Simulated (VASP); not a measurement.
# Al (Fm-3m) in VASP: notebook

Runs on Al. Level: LDA. Tasks: single point, relaxation of volume and atoms at fixed shape.

All numbers are computed with VASP 6.6.1; they aren't measurements. Logs are shortened: lines on timing, memory, paths and dates and some standing lists are left out, and cuts for length are marked.

### 1 The cell of the first run

The structure is cubic, space group Fm-3m (No. 225). Conventional cell: a = 3.983 Å, b = 3.983 Å, c = 3.983 Å, α = 90.00°, β = 90.00°, γ = 90.00°. Within 3.7 Å of Al (site symmetry m-3m) lie 12 Al at 2.82 Å.

### 2 Single point, LDA

INCAR

```
PREC     = Accurate       # precision mode
ENCUT    = 520            # plane-wave cutoff, eV
EDIFF    = 1E-6           # SCF threshold, eV
ISMEAR   = 1              # smearing method
SIGMA    = 0.05           # smearing width, eV
LREAL    = False          # projectors in reciprocal space
LASPH    = True           # aspherical terms in the spheres
NELM     = 60             # most SCF steps
ALGO     = Normal         # electronic algorithm
ISIF     = 2              # what is computed and relaxed
LWAVE    = False          # write WAVECAR
LCHARG   = False          # write CHGCAR
GGA      = CA             # functional
NBANDS   = 8              # bands
```

KPOINTS

```
regular mesh
0
Gamma
  18 18 18
```

POSCAR

```
Al
1.0
    0.0000000000      1.9916081111      1.9916081111
    1.9916081111      0.0000000000      1.9916081111
    1.9916081111      1.9916081111      0.0000000000
Al
1
Direct
    0.0000000000      0.0000000000      0.0000000000
```

Potentials or basis: VASP PAW LDA potentials, release 64 (Al).

On the command line:

```console
$ cat potpaw_LDA.64/Al/POTCAR > POTCAR
$ mpirun -np 1 vasp_std > vasp.out
```

OUTCAR:

```text
PREC = Accurate
   ENCUT = 520
   EDIFF = 1E-6
   ISMEAR = 1
   LREAL = False
   LASPH = True
   NELM = 60
   ISIF = 2
   GGA = CA

 ion  position               nearest neighbor table
   1  0.000  0.000  0.000-

  LATTYP: Found a face centered cubic cell.
 ALAT       =     3.9832162222

  Lattice vectors:

 A1 = (   0.0000000000,   1.9916081111,   1.9916081111)
 A2 = (   1.9916081111,   0.0000000000,   1.9916081111)
 A3 = (   1.9916081111,   1.9916081111,   0.0000000000)

Analysis of symmetry for initial positions (statically):
=====================================================================
 Subroutine PRICEL returns:
 Original cell was already a primitive cell.

 Routine SETGRP: Setting up the symmetry group for a
 face centered cubic supercell.

 Subroutine GETGRP returns: Found 48 space group operations
 (whereof 48 operations were pure point group operations)
 out of a pool of 48 trial point group operations.

The static configuration has the point symmetry O_h .

Analysis of symmetry for dynamics (positions and initial velocities):
=====================================================================
 Subroutine PRICEL returns:
 Original cell was already a primitive cell.

 Routine SETGRP: Setting up the symmetry group for a
 face centered cubic supercell.

 Subroutine GETGRP returns: Found 48 space group operations
 (whereof 48 operations were pure point group operations)
 out of a pool of 48 trial point group operations.

The dynamic configuration has the point symmetry O_h .

 Subroutine INISYM returns: Found 48 space group operations
 (whereof 48 operations are pure point group operations),
 and found     1 'primitive' translations

----------------------------------------------------------------------------------------

                                     Primitive cell

  volume of cell :      15.7994

  direct lattice vectors                    reciprocal lattice vectors
     0.000000000  1.991608111  1.991608111    -0.251053406  0.251053406  0.251053406
     1.991608111  0.000000000  1.991608111     0.251053406 -0.251053406  0.251053406
     1.991608111  1.991608111  0.000000000     0.251053406  0.251053406 -0.251053406

  length of vectors
     2.816559202  2.816559202  2.816559202     0.434837255  0.434837255  0.434837255

  position of ions in fractional coordinates (direct lattice)
     0.000000000  0.000000000  0.000000000

[... 76 lines left out ...]
   LREAL  =      F    real-space projection
   EDIFFG = 0.1E-04   stopping-criterion for IOM
   NSW    =      0    number of steps for IOM
   IBRION =     -1    ionic relax: 0-MD 1-quasi-New 2-CG
   NFREE  =      0    steps in history (QN), initial steepest desc. (CG)
   ISIF   =      2    stress and relaxation
   ISYM   =      2    0-nonsym 1-usesym 2-fastsym
   POTIM  = 0.5000    time-step for ionic-motion
   TEBEG  =    0.0;   TEEND  =   0.0 temperature during run
   PSTRESS=    0.0 pullay stress
   NELECT =       3.0000    total number of electrons
   NUPDOWN=      -1.0000    fix difference up-down
   EMIN   =  10.00;   EMAX   =-10.00  energy-range for DOS
   EFERMI =   0.00;   METHOD = LEGACY
   ISMEAR =     1;   SIGMA  =   0.05  broadening in eV -4-tet -1-fermi 0-gaus
   EFERMI_NEDOS =   21; number of points for ismear=-14 and -15
   IALGO  =     38    algorithm
   IMIX   =      4    mixing-type and parameters
     AMIX     =   0.40;   BMIX     =  1.00
     AMIX_MAG =   1.60;   BMIX_MAG =  1.00
  volume/ion in A,a.u.               =      15.80       106.62
  Fermi-wavevector in a.u.,A,eV,Ry     =   0.940953  1.778144 12.046502  0.885393
  Thomas-Fermi vector in A             =   2.068416
   LORBIT       =      0    0 simple, 1 ext, 2 COOP (PROOUT), +10 PAW based schemes
   GGA     = CA    functional components
   LHFCALC =     F    Hartree Fock is set to
   AEXX    =    0.0000 exact exchange contribution
   IVDW    =     0    specifies the selected vdW correction
   LEPSILON=     F    determine dielectric tensor
   LRPA    =     F    only Hartree local field effects (RPA)
 non-spin polarized calculation
 Methfessel and Paxton  Order N= 1 SIGMA  =   0.05
  energy-cutoff  :      520.00
  volume of cell :       15.80
 maximum number of plane-waves:       444
 NGX is ok and might be reduce to    24
   NGX = 11   NGY = 11   NGZ = 11

 number of electron       3.0000000 magnetization

 Free energy of the ion-electron system (eV)
  ---------------------------------------------------
  ext. energy  EPLUGINS =         0.00000000
  ---------------------------------------------------
  free energy    TOTEN  =        -4.18832014 eV

  energy without entropy =       -4.18803990  energy(sigma->0) =       -4.18822673

 E-fermi :   8.2367     XC(G=0): -10.5052

 val. band max:        8.2219644074   @ k =  -0.2778   0.2778   0.0556
 cond. band min:       8.2471043016   @ k =  -0.4444   0.3333   0.1111
 fundamental gap:      0.0251398942
 Fermi energy:         8.2366934411

 k-point     1 :       0.0000    0.0000    0.0000
  band No.  band energies     occupation
      1      -3.1534      2.00000
      2      21.0568      0.00000
      3      21.0568      0.00000
      4      21.0568      0.00000
      5      22.7142      0.00000
      6      22.7142      0.00000
      7      22.7142      0.00000
      8      25.1797      0.00000
[... 243 lines left out ...]
 k-point    24 :      -0.2222    0.0556    0.0000
  band No.  band energies     occupation
      1      -1.4693      2.00000
      2      12.1682      0.00000
      3      17.7321      0.00000
      4      20.6263      0.00000
      5      22.3960      0.00000
      6      23.5610      0.00000
      7      23.9423      0.00000
      8      26.1712      0.00000

 [... further k-points ...]

------------------------ aborting loop because EDIFF is reached ----------------------------------------

  FORCE on cell =-STRESS in cart. coord.  units (eV):
  Direction    XX          YY          ZZ          XY          YZ          ZX
  --------------------------------------------------------------------------------------
  -------------------------------------------------------------------------------------
  Total        0.0026121      0.0026121      0.0026121      0.0000000     -0.0000000      0.0000000
  in kB        0.2648853      0.2648853      0.2648853      0.0000000     -0.0000000      0.0000000
  external PRESSURE =       0.2648853 kB  Pullay stress =       0.0000000 kB

 VOLUME and BASIS-vectors are now :
 -----------------------------------------------------------------------------
  energy-cutoff  :      520.00
  volume of cell :       15.80
      direct lattice vectors                 reciprocal lattice vectors
     0.000000000  1.991608111  1.991608111    -0.251053406  0.251053406  0.251053406
     1.991608111  0.000000000  1.991608111     0.251053406 -0.251053406  0.251053406
     1.991608111  1.991608111  0.000000000     0.251053406  0.251053406 -0.251053406

 POSITION                                       TOTAL-FORCE (eV/Angst)
 -----------------------------------------------------------------------------------
      0.00000      0.00000      0.00000         0.000000      0.000000      0.000000
 -----------------------------------------------------------------------------------
    total drift:                               -0.000000     -0.000000     -0.000000

  FREE ENERGIE OF THE ION-ELECTRON SYSTEM (eV)
  ---------------------------------------------------
  free  energy   TOTEN  =        -4.1883201403 eV

  energy  without entropy=       -4.1880399007  energy(sigma->0) =       -4.18822673
```

stdout:

```text
POSCAR found type information on POSCAR Al
 POSCAR found :  1 types and       1 ions
 scaLAPACK will be used
 LDA part: xc-table for (Slater(with rela. corr.)+CA(PZ))
 , standard interpolation
 POSCAR, INCAR and KPOINTS ok, starting setup
 FFT: planning ... GRIDC
 FFT: planning ... GRID_SOFT
 FFT: planning ... GRID
 WAVECAR not read
 entering main loop
```

Run time: 6.3 s. Hardware: 1 thread of Intel Xeon 6975P-C (Granite Rapids), shared host; peak memory 0.13 GiB.

What came out:

```yaml
Free_energy: -4.1883 eV
Pressure: 0.0 GPa
```

### 3 Relaxation of volume and atoms at fixed shape, LDA

This run uses another cell than the first one, of 16.60 Å³/atom, 1.051 times its volume.

INCAR

```
PREC = Accurate ; ENCUT = 600
EDIFF = 1E-7 ; ISMEAR = 1
SIGMA = 0.05 ; LREAL = False
LASPH = True ; NELM = 100
ALGO = Normal ; ISIF = 8
LWAVE = False ; LCHARG = False
IBRION = 2 ; NSW = 80
EDIFFG = -0.02
```

KPOINTS

```
Automatic mesh
0
Gamma
  18 18 18
```

POSCAR

```
Al
1.0
    0.0000000000      2.0248050000      2.0248050000
    2.0248050000      0.0000000000      2.0248050000
    2.0248050000      2.0248050000      0.0000000000
Al
1
Direct
    0.0000000000      0.0000000000      0.0000000000
```

Potentials or basis: VASP PAW LDA potentials, release 64 (Al).

On the command line:

```console
$ cat potpaw_LDA.64/Al/POTCAR > POTCAR
$ mpirun -np 1 vasp_std > vasp.out
```

It took 9.4 s on 1 thread of Intel Xeon 6975P-C (Granite Rapids), shared host; peak memory 0.13 GiB.

It converged, with:

* Free energy: -4.1884 eV
* Relaxed volume: 15.81 Å³/atom
* Relaxed cell: a = 2.817 Å, b = 2.817 Å, c = 2.817 Å, α = 60.00°, β = 60.00°, γ = 60.00°
* Space group after relaxing (to 0.05 Å): Fm-3m (No. 225)
* Energy gained by relaxing: 8.9 meV/atom
* Ionic steps: 3
* Pressure after relaxing: 0.0 GPa

The path:
```csv
step,energy change (eV),largest force (eV/Å),pressure (GPa),volume (Å³)
1,0.0000,0.0000,-3.52,16.60
2,-0.0088,0.0000,0.32,15.74
3,-0.0089,0.0000,-0.02,15.81
```

Final structure:
```cif
data_structure
_symmetry_space_group_name_H-M 'P 1'
_symmetry_Int_Tables_number 1
_cell_length_a 2.8171
_cell_length_b 2.8171
_cell_length_c 2.8171
_cell_angle_alpha 60.000
_cell_angle_beta 60.000
_cell_angle_gamma 60.000
_cell_volume 15.81
loop_
_atom_site_label
_atom_site_type_symbol
_atom_site_fract_x
_atom_site_fract_y
_atom_site_fract_z
_atom_site_occupancy
Al1 Al 0.00000 0.00000 0.00000 1
```

Levels at points of the mesh, in eV from the Fermi level:
```tsv
k point	band 1	band 2	band 3	band 4
(0.00, 0.00, 0.00)	-11.39	12.82	12.82	12.82
(0.50, 0.00, 0.00)	-4.71	-4.44	11.64	11.64
(0.50, 0.50, 0.00)	-2.99	-1.61	5.32	5.75
```

LDA usually gives volumes a few per cent too small. Zero-point motion and thermal expansion aren't in these numbers.
